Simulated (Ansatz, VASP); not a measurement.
## BaS: VASP beside Ansatz

The input INCAR:

```
SYSTEM = BaS
ALGO = Normal
EDIFF = 1E-7
ENCUT = 520
GGA = PE
ISIF = 2
ISMEAR = 0
LASPH = .True.
LCHARG = .True.
LELF = .True.
LREAL = .False.
LVHAR = .True.
LWAVE = .False.
NBANDS = 15
NELM = 60
PREC = Accurate
SIGMA = 0.02
```

KPOINTS

```
k-points
0
Gamma
  8 8 8
  0 0 0
```

File POSCAR:

```
BaS
1.0
    0.0000000000      3.1487744180      3.1487744180
    3.1487744180      0.0000000000      3.1487744180
    3.1487744180      3.1487744180      0.0000000000
Ba S
1 1
Direct
    0.0000000000      0.0000000000      0.0000000000
    0.5000000000      0.5000000000      0.5000000000
```

Input for Ansatz:

```yaml
crystal:
  lattice:
    - [0.0, 3.148774418, 3.148774418]
    - [3.148774418, 0.0, 3.148774418]
    - [3.148774418, 3.148774418, 0.0]
  atoms:
    - { symbol: Ba, position: [0.0, 0.0, 0.0] }
    - { symbol: S, position: [0.5, 0.5, 0.5] }
basis:
  ecutwfc: 420
kpoints:
  mp_grid: { grid: [8, 8, 8] }
hamiltonian:
  xc: pbe
scf:
  occupations: { method: gaussian, width: 0.02 }
output:
  forces: true
  stress: true
  eigenvalues: true
```

Alike in both runs: task single point; functional PBE; k mesh 8 × 8 × 8; occupations gaussian, width 0.02 eV; no spin polarisation.

|  | VASP | Ansatz |
| --- | --- | --- |
| version | VASP 6.6.1 | Ansatz 0.2.0 |
| potentials or method | VASP PAW PBE potentials, release 64 (Ba_sv, S), cutoff 520 eV | scalar-relativistic, plane waves, PAW |
| valence electrons in the cell | 16 | 16 |

Ansatz gave:

```
gap on the k mesh at the Fermi level (eV) : 2.14
least direct gap on the mesh (eV)         : 2.21
pressure (GPa)                            : 3.0
```

Task: Which values does VASP return?

Result: gap on the k mesh at the Fermi level (eV): 2.03; least direct gap on the mesh (eV): 2.14; pressure (GPa): 3.7.

With one functional, cell and mesh, what is left measures potentials, basis and numerics.

Neither program's run includes spin-orbit coupling.
